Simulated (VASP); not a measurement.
# SrTiO3 (P4mm) in VASP: a series of runs

SrTiO3 is run at these levels: PBEsol, r2SCAN; tasks: single point.

All numbers are computed with VASP 6.6.1; they aren't measurements. Logs are shortened: lines on timing, memory, paths and dates and some standing lists are left out, and cuts for length are marked.

## (1) The cell of the first run

Symmetry: P4mm, No. 99, tetragonal system. Conventional cell: a = 3.926 Å, b = 3.926 Å, c = 3.988 Å, α = 90.00°, β = 90.00°, γ = 90.00°. Sr (site symmetry 4mm) has 12 O at 2.71 to 2.89 Å and 8 Ti at 3.41 to 3.42 Å within 3.6 Å. Ti (site symmetry 4mm) has 6 O at 1.85 to 2.14 Å within 2.5 Å. O (site symmetry 2mm) has 2 Ti at 1.97 Å within 2.6 Å. Within 2.5 Å of O (site symmetry 4mm) lie 2 Ti at 1.85 to 2.14 Å.

## (2) Single point, PBEsol

INCAR

```
ALGO = Normal
EDIFF = 1E-6
ENCUT = 520
GGA = PS
ISIF = 2
ISMEAR = 0
LASPH = T
LCHARG = F
LREAL = F
LWAVE = F
NBANDS = 28
NELM = 80
PREC = Accurate
SIGMA = 0.02
```

KPOINTS

```
k-points
0
Gamma
  8 8 8
```

POSCAR

```
SrTiO3
1.0
    3.9258415304      0.0000000000      0.0000000000
    0.0000000000      3.9258415304      0.0000000000
    0.0000000000      0.0000000000      3.9884375010
Sr Ti O
1 1 3
Direct
    0.5000000000      0.5000000000      0.5081637248
    0.0000000000      0.0000000000      0.0102563992
    0.5000000000      0.0000000000      0.9753342346
    0.0000000000      0.5000000000      0.9753342346
    0.0000000000      0.0000000000      0.4749123568
```

Potentials or basis: VASP PAW PBE potentials, release 64 (Sr_sv, Ti_sv, O).

The run is started by

```console
cat potpaw_PBE.64/Sr_sv/POTCAR potpaw_PBE.64/Ti_sv/POTCAR potpaw_PBE.64/O/POTCAR > POTCAR
mpirun -np 1 vasp_std > vasp.out
```

OUTCAR:

```text
EDIFF = 1E-6
   ENCUT = 520
   GGA = PS
   ISIF = 2
   ISMEAR = 0
   LASPH = T
   LREAL = F
   NELM = 80
   PREC = Accurate

 ion  position               nearest neighbor table
   1  0.500  0.500  0.508-   3 2.71   4 2.71   3 2.71   4 2.71   5 2.78   5 2.78   5 2.78   5 2.78
                             3 2.89   4 2.89   4 2.89   3 2.89   2 3.41   2 3.41   2 3.41   2 3.41
   2  0.000  0.000  0.010-   5 1.85   4 1.97   3 1.97   4 1.97   3 1.97   5 2.14   1 3.41   1 3.41
                             1 3.41   1 3.41   1 3.42   1 3.42   1 3.42   1 3.42
   3  0.500  0.000  0.975-   2 1.97   2 1.97   1 2.71   1 2.71   1 2.89   1 2.89
   4  0.000  0.500  0.975-   2 1.97   2 1.97   1 2.71   1 2.71   1 2.89   1 2.89
   5  0.000  0.000  0.475-   2 1.85   2 2.14   1 2.78   1 2.78   1 2.78   1 2.78

  LATTYP: Found a simple tetragonal cell.
 ALAT       =     3.9258415304
 C/A-ratio  =     1.0159445994

  Lattice vectors:

 A1 = (   3.9258415304,   0.0000000000,   0.0000000000)
 A2 = (   0.0000000000,   3.9258415304,   0.0000000000)
 A3 = (   0.0000000000,   0.0000000000,   3.9884375010)

Analysis of symmetry for initial positions (statically):
=====================================================================
 Subroutine PRICEL returns:
 Original cell was already a primitive cell.

 Routine SETGRP: Setting up the symmetry group for a
 simple tetragonal supercell.

 Subroutine GETGRP returns: Found  8 space group operations
 (whereof  8 operations were pure point group operations)
 out of a pool of 16 trial point group operations.

The static configuration has the point symmetry C_4v.

Analysis of symmetry for dynamics (positions and initial velocities):
=====================================================================
 Subroutine PRICEL returns:
 Original cell was already a primitive cell.

 Routine SETGRP: Setting up the symmetry group for a
 simple tetragonal supercell.

 Subroutine GETGRP returns: Found  8 space group operations
 (whereof  8 operations were pure point group operations)
 out of a pool of 16 trial point group operations.

The dynamic configuration has the point symmetry C_4v.

 Subroutine INISYM returns: Found  8 space group operations
 (whereof  8 operations are pure point group operations),
 and found     1 'primitive' translations

----------------------------------------------------------------------------------------

                                     Primitive cell

  volume of cell :      61.4707

  direct lattice vectors                    reciprocal lattice vectors
     3.925841530  0.000000000  0.000000000     0.254722457  0.000000000  0.000000000
     0.000000000  3.925841530  0.000000000     0.000000000  0.254722457  0.000000000
     0.000000000  0.000000000  3.988437501     0.000000000  0.000000000  0.250724751

  length of vectors
     3.925841530  3.925841530  3.988437501     0.254722457  0.254722457  0.250724751

  position of ions in fractional coordinates (direct lattice)
     0.500000000  0.500000000  0.508163725
     0.000000000  0.000000000  0.010256399
     0.500000000  0.000000000  0.975334235
     0.000000000  0.500000000  0.975334235
     0.000000000  0.000000000  0.474912357

  ion indices of the primitive-cell ions
   primitive index   ion index
                 1           1
                 2           2
                 3           3
                 4           4
                 5           5

----------------------------------------------------------------------------------------

 KPOINTS: k-points

Automatic generation of k-mesh.
 Grid dimensions read from file:
 generate k-points for:    8    8    8

 Generating k-lattice:

  Cartesian coordinates                     Fractional coordinates (reciprocal lattice)
     0.031840307  0.000000000  0.000000000     0.125000000  0.000000000  0.000000000
     0.000000000  0.031840307  0.000000000     0.000000000  0.125000000  0.000000000
     0.000000000  0.000000000  0.031340594     0.000000000  0.000000000  0.125000000

  Length of vectors
     0.031840307  0.031840307  0.031340594

  Shift w.r.t. Gamma in fractional coordinates (k-lattice)
     0.000000000  0.000000000  0.000000000

 Subroutine IBZKPT returns following result:
 ===========================================

 Found     75 irreducible k-points:

 Following reciprocal coordinates:
            Coordinates               Weight
  0.000000  0.000000  0.000000      1.000000
  0.125000  0.000000  0.000000      4.000000
  0.250000  0.000000  0.000000      4.000000
  0.375000  0.000000  0.000000      4.000000
  0.500000  0.000000  0.000000      2.000000
  0.125000  0.125000  0.000000      4.000000
[... 16 lines left out ...]
  0.375000  0.125000  0.125000     16.000000
  0.500000  0.125000  0.125000      8.000000
 [... further k-points ...]
   k-points           NKPTS =     75   k-points in BZ     NKDIM =     75   number of bands    NBANDS=     28
   number of dos      NEDOS =    301   number of ions     NIONS =      5
   total plane-waves  NPLWV =  27000
   dimension x,y,z NGX =    30 NGY =   30 NGZ =   30
   dimension x,y,z NGXF=    60 NGYF=   60 NGZF=   60
   ions per type =               1   1   3
   NGX,Y,Z   is equivalent  to a cutoff of  12.70, 12.70, 12.50 a.u.
   NGXF,Y,Z  is equivalent  to a cutoff of  25.41, 25.41, 25.01 a.u.
 SYSTEM =  unknown system
   PREC   = accura    normal or accurate (medium, high low for compatibility)
   ISTART =      0    job   : 0-new  1-cont  2-samecut
   ICHARG =      2    charge: 1-file 2-atom 10-const
   ISPIN  =      1    spin polarized calculation?
   LNONCOLLINEAR =      F non collinear calculations
   LSORBIT =      F    spin-orbit coupling
   LASPH  =      T    aspherical Exc in radial PAW
   ENCUT  =  520.0 eV  38.22 Ry    6.18 a.u.   7.30  7.30  7.42*2*pi/ulx,y,z
   NELM   =     80;   NELMIN=  2; NELMDL= -5     # of ELM steps
   EDIFF  = 0.1E-05   stopping-criterion for ELM
   LREAL  =      F    real-space projection
   EDIFFG = 0.1E-04   stopping-criterion for IOM
   NSW    =      0    number of steps for IOM
   IBRION =     -1    ionic relax: 0-MD 1-quasi-New 2-CG
   NFREE  =      0    steps in history (QN), initial steepest desc. (CG)
   ISIF   =      2    stress and relaxation
   ISYM   =      2    0-nonsym 1-usesym 2-fastsym
   POTIM  = 0.5000    time-step for ionic-motion
   TEBEG  =    0.0;   TEEND  =   0.0 temperature during run
   PSTRESS=    0.0 pullay stress
   NELECT =      40.0000    total number of electrons
   NUPDOWN=      -1.0000    fix difference up-down
   EMIN   =  10.00;   EMAX   =-10.00  energy-range for DOS
   EFERMI =   0.00;   METHOD = LEGACY
   ISMEAR =     0;   SIGMA  =   0.02  broadening in eV -4-tet -1-fermi 0-gaus
   EFERMI_NEDOS =   21; number of points for ismear=-14 and -15
   IALGO  =     38    algorithm
   IMIX   =      4    mixing-type and parameters
     AMIX     =   0.40;   BMIX     =  1.00
     AMIX_MAG =   1.60;   BMIX_MAG =  1.00
  volume/ion in A,a.u.               =      12.29        82.96
  Fermi-wavevector in a.u.,A,eV,Ry     =   1.418640  2.680840 27.382243  2.012538
  Thomas-Fermi vector in A             =   2.539744
   LORBIT       =      0    0 simple, 1 ext, 2 COOP (PROOUT), +10 PAW based schemes
   GGA     = PS    functional components
   LHFCALC =     F    Hartree Fock is set to
   AEXX    =    0.0000 exact exchange contribution
   IVDW    =     0    specifies the selected vdW correction
   LEPSILON=     F    determine dielectric tensor
   LRPA    =     F    only Hartree local field effects (RPA)
 non-spin polarized calculation
 Gauss-broadening in eV      SIGMA  =   0.02
  energy-cutoff  :      520.00
  volume of cell :       61.47
 maximum number of plane-waves:      1687
 NGX is ok and might be reduce to    30
   NGX = 15   NGY = 15   NGZ = 15

 number of electron      40.0000005 magnetization

 Free energy of the ion-electron system (eV)
  ---------------------------------------------------
  ext. energy  EPLUGINS =         0.00000000
  ---------------------------------------------------
  free energy    TOTEN  =       -41.97990580 eV

  energy without entropy =      -41.97990580  energy(sigma->0) =      -41.97990580

 E-fermi :   3.9452     XC(G=0): -11.3628

 val. band max:        3.8138152031   @ k =   0.5000   0.5000   0.5000
 cond. band min:       5.6155029910   @ k =   0.0000   0.0000   0.0000
 fundamental gap:      1.8016877880
 Fermi energy:         3.9451807060

 k-point     1 :       0.0000    0.0000    0.0000
  band No.  band energies     occupation
      1     -52.4525      2.00000
      2     -28.9696      2.00000
      3     -28.8407      2.00000
      4     -28.7963      2.00000
      5     -28.7963      2.00000
      6     -13.4863      2.00000
[... 20 lines left out ...]
     27       9.1210      0.00000
     28       9.4671      0.00000

 k-point     2 :       0.1250    0.0000    0.0000
  band No.  band energies     occupation
      1     -52.4523      2.00000
      2     -28.9755      2.00000
      3     -28.8404      2.00000
      4     -28.7967      2.00000
      5     -28.7959      2.00000
      6     -13.4917      2.00000
[... 20 lines left out ...]
     27       9.3792      0.00000
     28       9.8422      0.00000

 k-point     3 :       0.2500    0.0000    0.0000
  band No.  band energies     occupation
      1     -52.4517      2.00000
      2     -28.9911      2.00000
      3     -28.8396      2.00000
      4     -28.7966      2.00000
      5     -28.7949      2.00000
      6     -13.5517      2.00000
[... 20 lines left out ...]
     27      10.0132      0.00000
     28      10.8446      0.00000

 k-point     4 :       0.3750    0.0000    0.0000
  band No.  band energies     occupation
      1     -52.4512      2.00000
      2     -29.0082      2.00000
      3     -28.8385      2.00000
      4     -28.7949      2.00000
      5     -28.7939      2.00000
      6     -13.6514      2.00000
[... 578 lines left out ...]
     27      10.3513      0.00000
     28      10.9833      0.00000

 k-point    23 :       0.3750    0.1250    0.1250
  band No.  band energies     occupation
      1     -52.4509      2.00000
      2     -28.9941      2.00000
      3     -28.8467      2.00000
      4     -28.8105      2.00000
      5     -28.7963      2.00000
      6     -13.5043      2.00000
[... 20 lines left out ...]
     27      10.9868      0.00000
     28      11.8206      0.00000

 k-point    24 :       0.5000    0.1250    0.1250
  band No.  band energies     occupation
      1     -52.4507      2.00000
      2     -28.9985      2.00000
      3     -28.8460      2.00000
      4     -28.8058      2.00000
      5     -28.8031      2.00000
      6     -13.5360      2.00000
[... 20 lines left out ...]
     27      11.2639      0.00000
     28      12.1490      0.00000

 [... further k-points ...]
[... 5 lines left out ...]
  --------------------------------------------------------------------------------------
  -------------------------------------------------------------------------------------
  Total       -2.0340407     -2.0340407     -2.0020006      0.0000000      0.0000000      0.0000000
  in kB      -53.0153822    -53.0153822    -52.1802858      0.0000000      0.0000000      0.0000000
  external PRESSURE =     -52.7370167 kB  Pullay stress =       0.0000000 kB

 VOLUME and BASIS-vectors are now :
 -----------------------------------------------------------------------------
  energy-cutoff  :      520.00
  volume of cell :       61.47
      direct lattice vectors                 reciprocal lattice vectors
     3.925841530  0.000000000  0.000000000     0.254722457  0.000000000  0.000000000
     0.000000000  3.925841530  0.000000000     0.000000000  0.254722457  0.000000000
     0.000000000  0.000000000  3.988437501     0.000000000  0.000000000  0.250724751

 POSITION                                       TOTAL-FORCE (eV/Angst)
 -----------------------------------------------------------------------------------
      1.96292      1.96292      2.02678         0.000000      0.000000      0.025362
      0.00000      0.00000      0.04091        -0.000000     -0.000000     -0.022764
      1.96292      0.00000      3.89006         0.000000     -0.000000     -0.000877
      0.00000      1.96292      3.89006        -0.000000      0.000000     -0.000877
      0.00000      0.00000      1.89416         0.000000     -0.000000     -0.000843
 -----------------------------------------------------------------------------------
    total drift:                                0.000000     -0.000000     -0.000109

  FREE ENERGIE OF THE ION-ELECTRON SYSTEM (eV)
  ---------------------------------------------------
  free  energy   TOTEN  =       -41.9799057952 eV

  energy  without entropy=      -41.9799057952  energy(sigma->0) =      -41.97990580
```

Wall time 5.5 min (1 thread of AMD EPYC 7R13, shared host); peak memory 0.23 GiB.

What came out:

```yaml
Free_energy: -41.9799 eV
Pressure: -5.3 GPa
Largest_force: 0.025 eV/Å
Band_gap_on_the_k_mesh: 1.80 eV, indirect (least direct gap 2.37 eV)
```

Forces in eV/Å, atoms in the order of the input:
```
Sr   0.000  0.000  0.025
Ti   0.000  0.000 -0.023
O    0.000  0.000 -0.001
O    0.000  0.000 -0.001
O    0.000  0.000 -0.001
```

Stress tensor (GPa, compression positive):
```
-5.30  0.00  0.00
 0.00 -5.30  0.00
 0.00  0.00 -5.22
```

Caveat: the PAW data sets were made with another functional, which shifts forces and pressure a little. A k mesh can miss the band edges.

## (3) Single point, r2SCAN

POSCAR is that of step 2.

INCAR.step1

```
PREC = Accurate
ENCUT = 520
ISMEAR = 0
SIGMA = 0.02
LREAL = F
LASPH = T
NELM = 60
NBANDS = 28
GGA = PE
ALGO = Normal
EDIFF = 1E-4
LWAVE = T
LCHARG = F
```

INCAR.step2

```
PREC = Accurate
ENCUT = 520
EDIFF = 1E-7
ISMEAR = 0
SIGMA = 0.02
LREAL = F
LASPH = T
NELM = 60
ALGO = Normal
ISIF = 2
LWAVE = F
LCHARG = F
METAGGA = R2SCAN
LMIXTAU = T
NBANDS = 28
ISTART = 1
```

KPOINTS

```
Automatic mesh
0
Gamma
  8 8 8
```

Potentials or basis: VASP PAW PBE potentials, release 64 (Sr_sv, Ti_sv, O).

The run is started by

```console
cat potpaw_PBE.64/Sr_sv/POTCAR potpaw_PBE.64/Ti_sv/POTCAR potpaw_PBE.64/O/POTCAR > POTCAR
cp INCAR.step1 INCAR
mpirun -np 1 vasp_std > vasp.out
cp INCAR.step2 INCAR
mpirun -np 1 vasp_std > vasp.out
```

It took 27 min on 1 thread of AMD EPYC 7R13, shared host; peak memory 0.23 GiB.

Results (log left out):

- Free energy: -63.3114 eV
- Pressure: -3.2 GPa
- Largest force: 0.106 eV/Å
- Band gap on the k mesh: 2.27 eV, indirect (least direct gap 2.85 eV)

Forces on the atoms (eV/Å):
```
Sr   0.000  0.000 -0.018
Ti   0.000  0.000 -0.106
O    0.000  0.000  0.040
O    0.000  0.000  0.040
O    0.000  0.000  0.044
```

Levels at points of the mesh, in eV from the valence-band top:
| k point | band 16 | band 17 | band 18 | band 19 | band 20 | band 21 | band 22 | band 23 | band 24 | band 25 |
| --- | --- | --- | --- | --- | --- | --- | --- | --- | --- | --- |
| (0.00, 0.00, 0.00) | -1.39 | -1.27 | -0.67 | -0.59 | -0.59 | 2.27 | 2.58 | 2.58 | 4.54 | 4.62 |
| (0.50, 0.00, 0.00) | -2.32 | -2.22 | -2.01 | -1.13 | -0.98 | 2.70 | 4.05 | 4.09 | 4.58 | 6.54 |
| (0.50, 0.50, 0.00) | -2.86 | -1.87 | -1.67 | -1.67 | -0.08 | 4.10 | 4.10 | 4.56 | 5.22 | 8.39 |
| (0.00, 0.00, 0.50) | -2.37 | -2.37 | -1.98 | -0.76 | -0.76 | 2.41 | 4.08 | 4.08 | 4.54 | 6.71 |
| (0.50, 0.00, 0.50) | -2.75 | -1.80 | -1.63 | -1.61 | -0.22 | 4.07 | 4.09 | 4.48 | 5.50 | 8.26 |
| (0.50, 0.50, 0.50) | -3.74 | -3.74 | -0.15 | -0.15 | 0.00 | 4.67 | 4.67 | 4.72 | 7.29 | 7.48 |

Caveat: the PAW data sets were made with another functional, which shifts forces and pressure a little. r2SCAN opens gaps a little over a GGA but as a rule still falls short of measured ones.
